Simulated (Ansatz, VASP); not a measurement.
**Two plane-wave programs on WSe2**

INCAR

```
PREC = Accurate
ENCUT = 520
EDIFF = 1E-7
ISMEAR = 0
SIGMA = 0.05
LREAL = F
LASPH = T
NELM = 100
ALGO = Normal
ISIF = 2
LWAVE = F
LCHARG = T
GGA = PS
LELF = T
LVHAR = T
NBANDS = 35
```

KPOINTS

```
Automatic mesh
0
Gamma
  9 9 2
```

File POSCAR:

```
WSe2
1.0
    3.2705808386      0.0000000000      0.0000000000
   -1.6352904193      2.8324060913      0.0000000000
    0.0000000000      0.0000000000     23.9869951139
W Se
2 4
Direct
    0.4974918236      0.3333333333      0.1491575590
    0.3333333333      0.6666666667      0.8623778584
    0.3333333333      0.6666666667      0.2073407565
    0.6666666667      0.3333333333      0.9321940382
    0.3333333333      0.6666666667      0.0678059618
    0.6666666667      0.3333333333      0.7926592435
```

Input for Ansatz:

```yaml
crystal:
  lattice:
    - [3.2705808386, 0.0, 0.0]
    - [-1.6352904193, 2.8324060913, 0.0]
    - [0.0, 0.0, 23.9869951139]
  atoms:
    - { symbol: W, position: [0.4974918236, 0.3333333333, 0.149157559] }
    - { symbol: W, position: [0.3333333333, 0.6666666667, 0.8623778584] }
    - { symbol: Se, position: [0.3333333333, 0.6666666667, 0.2073407565] }
    - { symbol: Se, position: [0.6666666667, 0.3333333333, 0.9321940382] }
    - { symbol: Se, position: [0.3333333333, 0.6666666667, 0.0678059618] }
    - { symbol: Se, position: [0.6666666667, 0.3333333333, 0.7926592435] }
basis:
  ecutwfc: 420
kpoints:
  mp_grid: { grid: [9, 9, 2] }
hamiltonian:
  xc: pbesol
  pseudopotentials: { kind: paw, azcp: { folder: soft_1 } }
scf:
  occupations: { method: gaussian, width: 0.05 }
output:
  forces: true
  stress: true
  eigenvalues: true
```

Alike in both runs: task single point; functional PBEsol; k mesh 9 × 9 × 2; occupations gaussian, width 0.05 eV; no spin polarisation.

|  | VASP | Ansatz |
| --- | --- | --- |
| version | VASP 6.6.1 | Ansatz 0.2.0 |
| potentials or method | VASP PAW PBE potentials, release 64 (W_sv, Se), cutoff 520 eV | scalar-relativistic, plane waves, PAW |
| valence electrons in the cell | 52 | 92 |

Ansatz gave:

* gap on the k mesh at the Fermi level (eV): none
* rms of the force components (eV/Å): 4.977

Question: Estimate VASP's values.

Answer: gap on the k mesh at the Fermi level (eV): none; rms of the force components (eV/Å): 5.000.

VASP's potentials were made for PBE, not for PBEsol, and Ansatz warns of the same on its side. Atom by atom the forces differ by 0.035 eV/Å (rms over components). A gap of «none» marks a metal or a gap that the smearing closes. The functional is the same, so the differences come from potentials, cutoffs and numerics. VASP's potentials hold 52 valence electrons a cell and Ansatz's 92, so a difference there can come from the potentials and not from the codes.

Neither program's run includes spin-orbit coupling.
